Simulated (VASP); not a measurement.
# Rh (Fm-3m) in VASP: further runs

Runs on Rh. Level: PBE. Tasks: single point.

Program: VASP 6.6.1. These are calculated values, not measurements. Logs are shortened: lines on timing, memory, paths and dates and some standing lists are left out, and cuts for length are marked.

### 1 The cell of the first run

It takes space group Fm-3m (No. 225, cubic). Conventional cell: a = 3.796 Å, b = 3.796 Å, c = 3.796 Å, α = 90.00°, β = 90.00°, γ = 90.00°. Rh (site symmetry m-3m) has 12 Rh at 2.68 Å within 3.5 Å.

### 2 Single point, PBE

INCAR

```
SYSTEM = Rh
  ALGO = Normal
  EDIFF = 1E-6
  ENCUT = 500
  GGA = PE
  GGA_COMPAT = .False.
  ISIF = 2
  ISMEAR = 1
  LASPH = .True.
  LCHARG = .False.
  LREAL = .False.
  LWAVE = .False.
  NBANDS = 14
  NELM = 120
  PREC = Accurate
  SIGMA = 0.05
```

KPOINTS

```
k-points
0
Gamma
  13 13 13
  0 0 0
```

POSCAR

```
Rh
1.0
    0.0000000000      1.8978500000      1.8978500000
    1.8978500000      0.0000000000      1.8978500000
    1.8978500000      1.8978500000      0.0000000000
Rh
1
Direct
    0.0000000000      0.0000000000      0.0000000000
```

Potentials or basis: VASP PAW PBE potentials, release 64 (Rh_pv).

Run with:

```sh
> cat potpaw_PBE.64/Rh_pv/POTCAR > POTCAR
> mpirun -np 1 vasp_std > vasp.out
```

OUTCAR:

```text
SYSTEM = Rh
   EDIFF = 1E-6
   ENCUT = 500
   GGA = PE
   ISIF = 2
   ISMEAR = 1
   LASPH = .True.
   LREAL = .False.
   NELM = 120
   PREC = Accurate

 ion  position               nearest neighbor table
   1  0.000  0.000  0.000-

  LATTYP: Found a face centered cubic cell.
 ALAT       =     3.7957000000

  Lattice vectors:

 A1 = (   0.0000000000,   1.8978500000,   1.8978500000)
 A2 = (   1.8978500000,   0.0000000000,   1.8978500000)
 A3 = (   1.8978500000,   1.8978500000,   0.0000000000)

Analysis of symmetry for initial positions (statically):
=====================================================================
 Subroutine PRICEL returns:
 Original cell was already a primitive cell.

 Routine SETGRP: Setting up the symmetry group for a
 face centered cubic supercell.

 Subroutine GETGRP returns: Found 48 space group operations
 (whereof 48 operations were pure point group operations)
 out of a pool of 48 trial point group operations.

The static configuration has the point symmetry O_h .

Analysis of symmetry for dynamics (positions and initial velocities):
=====================================================================
 Subroutine PRICEL returns:
 Original cell was already a primitive cell.

 Routine SETGRP: Setting up the symmetry group for a
 face centered cubic supercell.

 Subroutine GETGRP returns: Found 48 space group operations
 (whereof 48 operations were pure point group operations)
 out of a pool of 48 trial point group operations.

The dynamic configuration has the point symmetry O_h .

 Subroutine INISYM returns: Found 48 space group operations
 (whereof 48 operations are pure point group operations),
 and found     1 'primitive' translations

----------------------------------------------------------------------------------------

                                     Primitive cell

  volume of cell :      13.6715

  direct lattice vectors                    reciprocal lattice vectors
     0.000000000  1.897850000  1.897850000    -0.263456016  0.263456016  0.263456016
     1.897850000  0.000000000  1.897850000     0.263456016 -0.263456016  0.263456016
     1.897850000  1.897850000  0.000000000     0.263456016  0.263456016 -0.263456016

  length of vectors
     2.683965209  2.683965209  2.683965209     0.456319205  0.456319205  0.456319205

  position of ions in fractional coordinates (direct lattice)
     0.000000000  0.000000000  0.000000000

  ion indices of the primitive-cell ions
   primitive index   ion index
                 1           1

----------------------------------------------------------------------------------------

 KPOINTS: k-points

Automatic generation of k-mesh.
 Grid dimensions read from file:
 generate k-points for:   13   13   13

 Generating k-lattice:

  Cartesian coordinates                     Fractional coordinates (reciprocal lattice)
    -0.020265847  0.020265847  0.020265847     0.076923077  0.000000000  0.000000000
     0.020265847 -0.020265847  0.020265847     0.000000000  0.076923077  0.000000000
     0.020265847  0.020265847 -0.020265847     0.000000000  0.000000000  0.076923077

  Length of vectors
     0.035101477  0.035101477  0.035101477

  Shift w.r.t. Gamma in fractional coordinates (k-lattice)
     0.000000000  0.000000000  0.000000000

 Subroutine IBZKPT returns following result:
 ===========================================

 Found     84 irreducible k-points:

 Following reciprocal coordinates:
            Coordinates               Weight
  0.000000  0.000000  0.000000      1.000000
  0.076923  0.000000  0.000000      8.000000
  0.153846  0.000000  0.000000      8.000000
  0.230769  0.000000  0.000000      8.000000
  0.307692  0.000000  0.000000      8.000000
  0.384615  0.000000  0.000000      8.000000
[... 16 lines left out ...]
  0.384615  0.153846  0.000000     24.000000
  0.461538  0.153846  0.000000     24.000000
 [... further k-points ...]
   k-points           NKPTS =     84   k-points in BZ     NKDIM =     84   number of bands    NBANDS=     14
   number of dos      NEDOS =    301   number of ions     NIONS =      1
   total plane-waves  NPLWV =   8000
   dimension x,y,z NGX =    20 NGY =   20 NGZ =   20
   dimension x,y,z NGXF=    40 NGYF=   40 NGZF=   40
   ions per type =               1
   NGX,Y,Z   is equivalent  to a cutoff of  12.39, 12.39, 12.39 a.u.
   NGXF,Y,Z  is equivalent  to a cutoff of  24.78, 24.78, 24.78 a.u.
 SYSTEM =  Rh
   PREC   = accura    normal or accurate (medium, high low for compatibility)
   ISTART =      0    job   : 0-new  1-cont  2-samecut
   ICHARG =      2    charge: 1-file 2-atom 10-const
   ISPIN  =      1    spin polarized calculation?
   LNONCOLLINEAR =      F non collinear calculations
   LSORBIT =      F    spin-orbit coupling
   LASPH  =      T    aspherical Exc in radial PAW
   ENCUT  =  500.0 eV  36.75 Ry    6.06 a.u.   4.89  4.89  4.89*2*pi/ulx,y,z
   NELM   =    120;   NELMIN=  2; NELMDL= -5     # of ELM steps
   EDIFF  = 0.1E-05   stopping-criterion for ELM
   LREAL  =      F    real-space projection
   EDIFFG = 0.1E-04   stopping-criterion for IOM
   NSW    =      0    number of steps for IOM
   IBRION =     -1    ionic relax: 0-MD 1-quasi-New 2-CG
   NFREE  =      0    steps in history (QN), initial steepest desc. (CG)
   ISIF   =      2    stress and relaxation
   ISYM   =      2    0-nonsym 1-usesym 2-fastsym
   POTIM  = 0.5000    time-step for ionic-motion
   TEBEG  =    0.0;   TEEND  =   0.0 temperature during run
   PSTRESS=    0.0 pullay stress
   NELECT =      15.0000    total number of electrons
   NUPDOWN=      -1.0000    fix difference up-down
   EMIN   =  10.00;   EMAX   =-10.00  energy-range for DOS
   EFERMI =   0.00;   METHOD = LEGACY
   ISMEAR =     1;   SIGMA  =   0.05  broadening in eV -4-tet -1-fermi 0-gaus
   EFERMI_NEDOS =   21; number of points for ismear=-14 and -15
   IALGO  =     38    algorithm
   IMIX   =      4    mixing-type and parameters
     AMIX     =   0.40;   BMIX     =  1.00
     AMIX_MAG =   1.60;   BMIX_MAG =  1.00
  volume/ion in A,a.u.               =      13.67        92.26
  Fermi-wavevector in a.u.,A,eV,Ry     =   1.688496  3.190795 38.790465  2.851019
  Thomas-Fermi vector in A             =   2.770792
   LORBIT       =      0    0 simple, 1 ext, 2 COOP (PROOUT), +10 PAW based schemes
   GGA     = PE    functional components
   LHFCALC =     F    Hartree Fock is set to
   AEXX    =    0.0000 exact exchange contribution
   IVDW    =     0    specifies the selected vdW correction
   LEPSILON=     F    determine dielectric tensor
   LRPA    =     F    only Hartree local field effects (RPA)
 non-spin polarized calculation
 Methfessel and Paxton  Order N= 1 SIGMA  =   0.05
  energy-cutoff  :      500.00
  volume of cell :       13.67
 maximum number of plane-waves:       357
   NGX =  9   NGY =  9   NGZ =  9

 number of electron      15.0000007 magnetization

 Free energy of the ion-electron system (eV)
  ---------------------------------------------------
  ext. energy  EPLUGINS =         0.00000000
  ---------------------------------------------------
  free energy    TOTEN  =        -7.25087426 eV

  energy without entropy =       -7.25134041  energy(sigma->0) =       -7.25102964

 E-fermi :  11.9775     XC(G=0): -14.0679

 val. band max:       11.9734630096   @ k =  -0.1538   0.1538   0.0000
 cond. band min:      12.0158565042   @ k =   0.3077   0.3077   0.0000
 fundamental gap:      0.0423934946
 Fermi energy:        11.9775215193

 k-point     1 :       0.0000    0.0000    0.0000
  band No.  band energies     occupation
      1     -34.3818      2.00000
      2     -34.3818      2.00000
      3     -34.3818      2.00000
      4       4.0073      2.00000
      5       8.9027      2.00000
      6       8.9027      2.00000
      7       8.9027      2.00000
      8      11.0084      2.00000
      9      11.0084      2.00000
     10      27.9992      0.00000
     11      32.5204      0.00000
     12      33.4939      0.00000
     13      33.4939      0.00000
     14      33.4939      0.00000

 k-point     2 :       0.0769    0.0000    0.0000
  band No.  band energies     occupation
      1     -34.4261      2.00000
      2     -34.3878      2.00000
      3     -34.3878      2.00000
      4       4.2454      2.00000
      5       8.7992      2.00000
      6       8.9945      2.00000
      7       8.9945      2.00000
      8      10.9583      2.00000
      9      10.9583      2.00000
     10      28.3420      0.00000
     11      32.2674      0.00000
     12      32.5247      0.00000
     13      33.8437      0.00000
     14      33.8437      0.00000

 k-point     3 :       0.1538    0.0000    0.0000
  band No.  band energies     occupation
      1     -34.5477      2.00000
      2     -34.4043      2.00000
      3     -34.4043      2.00000
      4       4.8927      2.00000
      5       8.5944      2.00000
      6       9.1956      2.00000
      7       9.1956      2.00000
      8      10.8971      2.00000
      9      10.8971      2.00000
     10      29.1278      0.00000
     11      30.1001      0.00000
     12      32.5215      0.00000
     13      34.8267      0.00000
     14      34.8267      0.00000
[... 324 lines left out ...]
 k-point    23 :       0.3846    0.1538    0.0000
  band No.  band energies     occupation
      1     -34.9345      2.00000
      2     -34.5298      2.00000
      3     -34.5168      2.00000
      4       6.5411      2.00000
      5       8.3550      2.00000
      6       8.9393      2.00000
      7       9.7493      2.00000
      8      12.3585     -0.00000
      9      12.8640     -0.00000
     10      24.7830      0.00000
     11      29.4427      0.00000
     12      31.8124      0.00000
     13      32.5180      0.00000
     14      33.6663      0.00000

 k-point    24 :       0.4615    0.1538    0.0000
  band No.  band energies     occupation
      1     -35.0340      2.00000
      2     -34.5665      2.00000
      3     -34.5239      2.00000
      4       6.4625      2.00000
      5       8.3451      2.00000
      6       9.5436      2.00000
      7       9.5603      2.00000
      8      12.6362     -0.00000
      9      14.5951      0.00000
     10      22.1555      0.00000
     11      28.6413      0.00000
     12      31.6220      0.00000
     13      32.4777      0.00000
     14      32.6011      0.00000

 [... further k-points ...]

------------------------ aborting loop because EDIFF is reached ----------------------------------------

  FORCE on cell =-STRESS in cart. coord.  units (eV):
  Direction    XX          YY          ZZ          XY          YZ          ZX
  --------------------------------------------------------------------------------------
  -------------------------------------------------------------------------------------
  Total        0.6535235      0.6535235      0.6535235      0.0000000      0.0000000      0.0000000
  in kB       76.5871874     76.5871874     76.5871874      0.0000000      0.0000000      0.0000000
  external PRESSURE =      76.5871874 kB  Pullay stress =       0.0000000 kB

 VOLUME and BASIS-vectors are now :
 -----------------------------------------------------------------------------
  energy-cutoff  :      500.00
  volume of cell :       13.67
      direct lattice vectors                 reciprocal lattice vectors
     0.000000000  1.897850000  1.897850000    -0.263456016  0.263456016  0.263456016
     1.897850000  0.000000000  1.897850000     0.263456016 -0.263456016  0.263456016
     1.897850000  1.897850000  0.000000000     0.263456016  0.263456016 -0.263456016

 POSITION                                       TOTAL-FORCE (eV/Angst)
 -----------------------------------------------------------------------------------
      0.00000      0.00000      0.00000        -0.000000     -0.000000     -0.000000
 -----------------------------------------------------------------------------------
    total drift:                                0.000000     -0.000000      0.000000

  FREE ENERGIE OF THE ION-ELECTRON SYSTEM (eV)
  ---------------------------------------------------
  free  energy   TOTEN  =        -7.2508742602 eV

  energy  without entropy=       -7.2513404134  energy(sigma->0) =       -7.25102964
```

Wall time 5 s (1 thread of Intel Xeon 6975P-C (Granite Rapids), shared host); peak memory 0.13 GiB.

What came out:

| Item | Value |
| --- | --- |
| Free energy | -7.2509 eV |
| Pressure | 7.7 GPa |

Levels at points of the mesh, in eV from the Fermi level:
```tsv
k point	band 5	band 6	band 7	band 8	band 9	band 10
(0.00, 0.00, 0.00)	-3.07	-3.07	-3.07	-0.97	-0.97	16.02
```

### 3 Single point, PBE

This run uses another cell than the first one, of 14.01 Å³/atom, 1.025 times its volume.

INCAR

```
PREC = Accurate ; ENCUT = 500
EDIFF = 1E-6 ; ISMEAR = 1
SIGMA = 0.05 ; LREAL = False
LASPH = True ; NELM = 120
ALGO = Normal ; ISIF = 2
LWAVE = False ; LCHARG = False
GGA = PE ; NBANDS = 14
GGA_COMPAT = False
```

KPOINTS

```
regular mesh
0
Gamma
  13 13 13
```

POSCAR

```
Rh
1.0
    0.0000000000      1.9135354221      1.9135354221
    1.9135354221      0.0000000000      1.9135354221
    1.9135354221      1.9135354221      0.0000000000
Rh
1
Direct
    0.0000000000      0.0000000000      0.0000000000
```

Potentials or basis: VASP PAW PBE potentials, release 64 (Rh_pv).

Run with:

```sh
> cat potpaw_PBE.64/Rh_pv/POTCAR > POTCAR
> mpirun -np 1 vasp_std > vasp.out
```

Wall time 5 s (1 thread of Intel Xeon 6975P-C (Granite Rapids), shared host); peak memory 0.13 GiB.

It converged, with:

* Free energy: -7.2595 eV
* Pressure: 0.8 GPa

Levels at points of the mesh, in eV from the Fermi level:
```csv
k point,band 5,band 6,band 7,band 8,band 9,band 10
"(0.00, 0.00, 0.00)",-2.96,-2.96,-2.96,-0.93,-0.93,16.04
```

### 4 Single point, PBE

This run uses another cell than the first one, of 14.36 Å³/atom, 1.050 times its volume.

INCAR

```
PREC     = Accurate       # precision mode
ENCUT    = 500            # plane-wave cutoff, eV
EDIFF    = 1E-6           # SCF threshold, eV
ISMEAR   = 1              # smearing method
SIGMA    = 0.05           # smearing width, eV
LREAL    = F              # projectors in reciprocal space
LASPH    = T              # aspherical terms in the spheres
NELM     = 120            # most SCF steps
ALGO     = Normal         # electronic algorithm
ISIF     = 2              # what is computed and relaxed
LWAVE    = F              # write WAVECAR
LCHARG   = F              # write CHGCAR
GGA      = PE             # functional
NBANDS   = 14             # bands
GGA_COMPAT= F
```

KPOINTS

```
Automatic mesh
0
Gamma
  13 13 13
```

POSCAR

```
Rh
1.0
    0.0000000000      1.9289678258      1.9289678258
    1.9289678258      0.0000000000      1.9289678258
    1.9289678258      1.9289678258      0.0000000000
Rh
1
Direct
    0.0000000000      0.0000000000      0.0000000000
```

Potentials or basis: VASP PAW PBE potentials, release 64 (Rh_pv).

Run with:

```sh
> cat potpaw_PBE.64/Rh_pv/POTCAR > POTCAR
> mpirun -np 1 vasp_std > vasp.out
```

OUTCAR:

```text
PREC = Accurate
   ENCUT = 500
   EDIFF = 1E-6
   ISMEAR = 1
   LREAL = F
   LASPH = T
   NELM = 120
   ISIF = 2
   GGA = PE

 ion  position               nearest neighbor table
   1  0.000  0.000  0.000-

  LATTYP: Found a face centered cubic cell.
 ALAT       =     3.8579356516

  Lattice vectors:

 A1 = (   0.0000000000,   1.9289678258,   1.9289678258)
 A2 = (   1.9289678258,   0.0000000000,   1.9289678258)
 A3 = (   1.9289678258,   1.9289678258,   0.0000000000)

Analysis of symmetry for initial positions (statically):
=====================================================================
 Subroutine PRICEL returns:
 Original cell was already a primitive cell.

 Routine SETGRP: Setting up the symmetry group for a
 face centered cubic supercell.

 Subroutine GETGRP returns: Found 48 space group operations
 (whereof 48 operations were pure point group operations)
 out of a pool of 48 trial point group operations.

The static configuration has the point symmetry O_h .

[... 166 lines left out ...]
  band No.  band energies     occupation
      1     -35.1770      2.00000
      2     -35.1770      2.00000
      3     -35.1770      2.00000
      4       3.4857      2.00000
      5       8.2501      2.00000
      6       8.2501      2.00000
      7       8.2501      2.00000
      8      10.1987      2.00000
      9      10.1987      2.00000
     10      27.1449      0.00000
     11      31.7857      0.00000
     12      32.3644      0.00000
     13      32.3644      0.00000
     14      32.3644      0.00000
[... 377 lines left out ...]
      1     -35.7270      2.00000
      2     -35.3333      2.00000
      3     -35.2977      2.00000
      4       5.9469      2.00000
      5       7.7428      2.00000
      6       8.8363      2.00000
      7       8.8657      2.00000
      8      11.7012     -0.00000
      9      13.5968      0.00000
     10      20.8280      0.00000
     11      27.5691      0.00000
     12      30.2139      0.00000
     13      31.1175      0.00000
     14      31.7912      0.00000

 [... further k-points ...]

------------------------ aborting loop because EDIFF is reached ----------------------------------------

  FORCE on cell =-STRESS in cart. coord.  units (eV):
  Direction    XX          YY          ZZ          XY          YZ          ZX
  --------------------------------------------------------------------------------------
  -------------------------------------------------------------------------------------
  Total       -0.4700776     -0.4700776     -0.4700776      0.0000000     -0.0000000      0.0000000
  in kB      -52.4656649    -52.4656649    -52.4656649      0.0000000     -0.0000000      0.0000000
  external PRESSURE =     -52.4656649 kB  Pullay stress =       0.0000000 kB

 VOLUME and BASIS-vectors are now :
 -----------------------------------------------------------------------------
  energy-cutoff  :      500.00
  volume of cell :       14.36
      direct lattice vectors                 reciprocal lattice vectors
     0.000000000  1.928967826  1.928967826    -0.259205982  0.259205982  0.259205982
     1.928967826  0.000000000  1.928967826     0.259205982 -0.259205982  0.259205982
     1.928967826  1.928967826  0.000000000     0.259205982  0.259205982 -0.259205982

 POSITION                                       TOTAL-FORCE (eV/Angst)
 -----------------------------------------------------------------------------------
      0.00000      0.00000      0.00000        -0.000000      0.000000      0.000000
 -----------------------------------------------------------------------------------
    total drift:                                0.000000     -0.000000      0.000000

  FREE ENERGIE OF THE ION-ELECTRON SYSTEM (eV)
  ---------------------------------------------------
  free  energy   TOTEN  =        -7.2545918632 eV

  energy  without entropy=       -7.2550508108  energy(sigma->0) =       -7.25474485
```

stdout:

```text
POSCAR found type information on POSCAR Rh
 POSCAR found :  1 types and       1 ions
 scaLAPACK will be used
 LDA part: xc-table for (Slater+PW92), standard interpolation
 POSCAR, INCAR and KPOINTS ok, starting setup
 FFT: planning ... GRIDC
 FFT: planning ... GRID_SOFT
 FFT: planning ... GRID
 WAVECAR not read
 entering main loop
```

Wall time 5.6 s (1 thread of Intel Xeon 6975P-C (Granite Rapids), shared host); peak memory 0.13 GiB.

Results:

```
Free energy : -7.2546 eV
Pressure    : -5.2 GPa
```

(Part 1 of 2 ends here.)
